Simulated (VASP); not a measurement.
# Si3N4 (P6_3/m) in VASP: single point with PBE

Aim: the single point of Si3N4 with PBE.

Everything below comes from runs of VASP 6.6.1. Logs are shortened: lines on timing, memory, paths and dates and some standing lists are left out, and cuts for length are marked.

## 1. The cell of the first run

The structure is hexagonal, space group P6_3/m (No. 176). The conventional cell has a = 7.602 Å, b = 7.602 Å, c = 2.906 Å, α = 90.00°, β = 90.00°, γ = 120.00°. Si (site symmetry m) has 4 N at 1.73 to 1.74 Å within 2.3 Å. Within 2.3 Å of N (site symmetry m) lie 3 Si at 1.74 Å. Within 2.3 Å of N (site symmetry -6) lie 3 Si at 1.73 Å.

## 2. Single point, PBE

The input, INCAR:

```
PREC = Accurate ; ENCUT = 520
EDIFF = 1E-6 ; ISMEAR = -1
SIGMA = 0.02 ; LREAL = False
LASPH = True ; NELM = 100
ALGO = Normal ; ISIF = 2
LWAVE = False ; LCHARG = False
GGA = PE ; NBANDS = 45
```

The input, KPOINTS:

```
Automatic mesh
0
Gamma
  4 4 10
```

The input, POSCAR:

```
Si3N4
1.0
    7.6020000000      0.0000000000      0.0000000000
   -3.8010000000      6.5835251196      0.0000000000
    0.0000000000      0.0000000000      2.9060000000
Si N
6 8
Direct
    0.7679629882      0.1740749981      0.2500000000
    0.5938879901      0.7679629882      0.7500000000
    0.8259250019      0.5938879901      0.2500000000
    0.2320370118      0.8259250019      0.7500000000
    0.4061120099      0.2320370118      0.2500000000
    0.1740749981      0.4061120099      0.7500000000
    0.0299534657      0.3298803251      0.2500000000
    0.7000731406      0.0299534657      0.7500000000
    0.6701196749      0.7000731406      0.2500000000
    0.9700465343      0.6701196749      0.7500000000
    0.2999268594      0.9700465343      0.2500000000
    0.3298803251      0.2999268594      0.7500000000
    0.6666666667      0.3333333333      0.2500000000
    0.3333333333      0.6666666667      0.7500000000
```

Potentials or basis: VASP PAW PBE potentials, release 64 (Si, N).

Started as:

```sh
$ cat potpaw_PBE.64/Si/POTCAR potpaw_PBE.64/N/POTCAR > POTCAR
$ mpirun -np 1 vasp_std > vasp.out
```

OUTCAR:

```text
PREC = Accurate
   ENCUT = 520
   EDIFF = 1E-6
   ISMEAR = -1
   LREAL = False
   LASPH = True
   NELM = 100
   ISIF = 2
   GGA = PE

 ion  position               nearest neighbor table
   1  0.768  0.174  0.250-  13 1.73   7 1.74   8 1.74   8 1.74   5 3.00   3 3.00   6 3.05   6 3.05
                             2 3.05   2 3.05
   2  0.594  0.768  0.750-  14 1.73   8 1.74   9 1.74   9 1.74   4 3.00   6 3.00   3 3.05   3 3.05
                             1 3.05   1 3.05
   3  0.826  0.594  0.250-  13 1.73   9 1.74  10 1.74  10 1.74   5 3.00   1 3.00   2 3.05   2 3.05
                             4 3.05   4 3.05
   4  0.232  0.826  0.750-  14 1.73  10 1.74  11 1.74  11 1.74   2 3.00   6 3.00   3 3.05   3 3.05
                             5 3.05   5 3.05
   5  0.406  0.232  0.250-  13 1.73  11 1.74  12 1.74  12 1.74   1 3.00   3 3.00   6 3.05   6 3.05
                             4 3.05   4 3.05
   6  0.174  0.406  0.750-  14 1.73  12 1.74   7 1.74   7 1.74   2 3.00   4 3.00   5 3.05   5 3.05
                             1 3.05   1 3.05
   7  0.030  0.330  0.250-   1 1.74   6 1.74   6 1.74
   8  0.700  0.030  0.750-   2 1.74   1 1.74   1 1.74
   9  0.670  0.700  0.250-   3 1.74   2 1.74   2 1.74
  10  0.970  0.670  0.750-   4 1.74   3 1.74   3 1.74
  11  0.300  0.970  0.250-   5 1.74   4 1.74   4 1.74
  12  0.330  0.300  0.750-   6 1.74   5 1.74   5 1.74
  13  0.667  0.333  0.250-   1 1.73   3 1.73   5 1.73
  14  0.333  0.667  0.750-   4 1.73   6 1.73   2 1.73

  LATTYP: Found a hexagonal cell.
 ALAT       =     7.6020000000
 C/A-ratio  =     0.3822678243

  Lattice vectors:

 A1 = (   7.6020000000,   0.0000000000,   0.0000000000)
 A2 = (  -3.8010000000,   6.5835251196,   0.0000000000)
 A3 = (   0.0000000000,   0.0000000000,   2.9060000000)

Analysis of symmetry for initial positions (statically):
=====================================================================
 Subroutine PRICEL returns:
 Original cell was already a primitive cell.

 Routine SETGRP: Setting up the symmetry group for a
 hexagonal supercell.

 Subroutine GETGRP returns: Found 12 space group operations
 (whereof  6 operations were pure point group operations)
 out of a pool of 24 trial point group operations.

The static configuration has the point symmetry S_6 .
 The point group associated with its full space group is C_6h.

Analysis of symmetry for dynamics (positions and initial velocities):
=====================================================================
 Subroutine PRICEL returns:
 Original cell was already a primitive cell.

 Routine SETGRP: Setting up the symmetry group for a
 hexagonal supercell.

 Subroutine GETGRP returns: Found 12 space group operations
 (whereof  6 operations were pure point group operations)
[... 145 lines left out ...]
     AMIX     =   0.40;   BMIX     =  1.00
     AMIX_MAG =   1.60;   BMIX_MAG =  1.00
  volume/ion in A,a.u.               =      10.39        70.11
  Fermi-wavevector in a.u.,A,eV,Ry     =   1.245205  2.353096 21.096314  1.550535
  Thomas-Fermi vector in A             =   2.379438
   LORBIT       =      0    0 simple, 1 ext, 2 COOP (PROOUT), +10 PAW based schemes
   GGA     = PE    functional components
   LHFCALC =     F    Hartree Fock is set to
   AEXX    =    0.0000 exact exchange contribution
   IVDW    =     0    specifies the selected vdW correction
   LEPSILON=     F    determine dielectric tensor
   LRPA    =     F    only Hartree local field effects (RPA)
 non-spin polarized calculation
  energy-cutoff  :      520.00
  volume of cell :      145.44
 maximum number of plane-waves:      3965
 NGX is ok and might be reduce to    60
   NGX = 29   NGY = 29   NGZ = 11

 number of electron      63.9999992 magnetization

 Free energy of the ion-electron system (eV)
  ---------------------------------------------------
  ext. energy  EPLUGINS =         0.00000000
  ---------------------------------------------------
  free energy    TOTEN  =      -114.48875915 eV

  energy without entropy =     -114.48875915  energy(sigma->0) =     -114.48875915

 E-fermi :   7.2346     XC(G=0): -10.8121

 val. band max:        6.7768407348   @ k =   0.0000   0.0000   0.2000
 cond. band min:      11.1032855201   @ k =   0.0000   0.0000   0.0000
 fundamental gap:      4.3264447853
 Fermi energy:         7.2345806815

 k-point     1 :       0.0000    0.0000    0.0000
  band No.  band energies     occupation
      1     -11.4533      2.00000
      2      -9.9894      2.00000
      3      -9.9894      2.00000
      4      -9.3448      2.00000
      5      -9.2178      2.00000
      6      -9.2178      2.00000
[... 1117 lines left out ...]
     43      14.4195      0.00000
     44      14.4195      0.00000
 [bands above 44 left out]

------------------------ aborting loop because EDIFF is reached ----------------------------------------

  FORCE on cell =-STRESS in cart. coord.  units (eV):
  Direction    XX          YY          ZZ          XY          YZ          ZX
  --------------------------------------------------------------------------------------
  -------------------------------------------------------------------------------------
  Total        4.9423614      4.9423614      4.8394065     -0.0000000      0.0000000      0.0000000
  in kB       54.4456405     54.4456405     53.3114765     -0.0000005      0.0000000      0.0000000
  external PRESSURE =      54.0675858 kB  Pullay stress =       0.0000000 kB

 VOLUME and BASIS-vectors are now :
 -----------------------------------------------------------------------------
  energy-cutoff  :      520.00
  volume of cell :      145.44
      direct lattice vectors                 reciprocal lattice vectors
     7.602000000  0.000000000  0.000000000     0.131544330  0.075947155  0.000000000
    -3.801000000  6.583525120  0.000000000     0.000000000  0.151894309  0.000000000
     0.000000000  0.000000000  2.906000000     0.000000000  0.000000000  0.344115623

 POSITION                                       TOTAL-FORCE (eV/Angst)
 -----------------------------------------------------------------------------------
      5.17640      1.14603      0.72650        -0.011994     -0.002920     -0.000000
      1.59571      5.05590      2.17950        -0.003468     -0.011847     -0.000000
      4.02131      3.90988      0.72650         0.008526     -0.008927     -0.000000
     -1.37540      5.43750      2.17950         0.011994      0.002920      0.000000
      2.20529      1.52762      0.72650         0.003468      0.011847      0.000000
     -0.22031      2.67365      2.17950        -0.008526      0.008927     -0.000000
     -1.02617      2.17178      0.72650        -0.002733     -0.012824      0.000000
      5.20810      0.19720      2.17950         0.009739     -0.008779     -0.000000
      2.43327      4.60895      0.72650         0.012472      0.004045      0.000000
      4.82717      4.41175      2.17950         0.002733      0.012824     -0.000000
     -1.40710      6.38633      0.72650        -0.009739      0.008779      0.000000
      1.36773      1.97458      2.17950        -0.012472     -0.004045     -0.000000
      3.80100      2.19451      0.72650         0.000000     -0.000000     -0.000000
     -0.00000      4.38902      2.17950         0.000000     -0.000000      0.000000
 -----------------------------------------------------------------------------------
    total drift:                                0.000000      0.000000      0.000000

  FREE ENERGIE OF THE ION-ELECTRON SYSTEM (eV)
  ---------------------------------------------------
  free  energy   TOTEN  =      -114.4887591547 eV

  energy  without entropy=     -114.4887591547  energy(sigma->0) =     -114.48875915
```

It took 71 s on 1 thread of Intel Xeon 6975P-C (Granite Rapids), shared host; peak memory 0.32 GiB.

What came out:

```
Free energy            : -114.4888 eV
Pressure               : 5.4 GPa
Largest force          : 0.013 eV/Å
Band gap on the k mesh : 4.33 eV (least direct gap 4.52 eV)
```

Forces on the atoms (eV/Å):
```
Si  -0.012 -0.003  0.000
Si  -0.003 -0.012  0.000
Si   0.009 -0.009  0.000
Si   0.012  0.003  0.000
Si   0.003  0.012  0.000
Si  -0.009  0.009  0.000
N   -0.003 -0.013  0.000
N    0.010 -0.009  0.000
N    0.012  0.004  0.000
N    0.003  0.013  0.000
N   -0.010  0.009  0.000
N   -0.012 -0.004  0.000
N    0.000  0.000  0.000
N    0.000  0.000  0.000
```

Caveat: the cell stands under pressure.
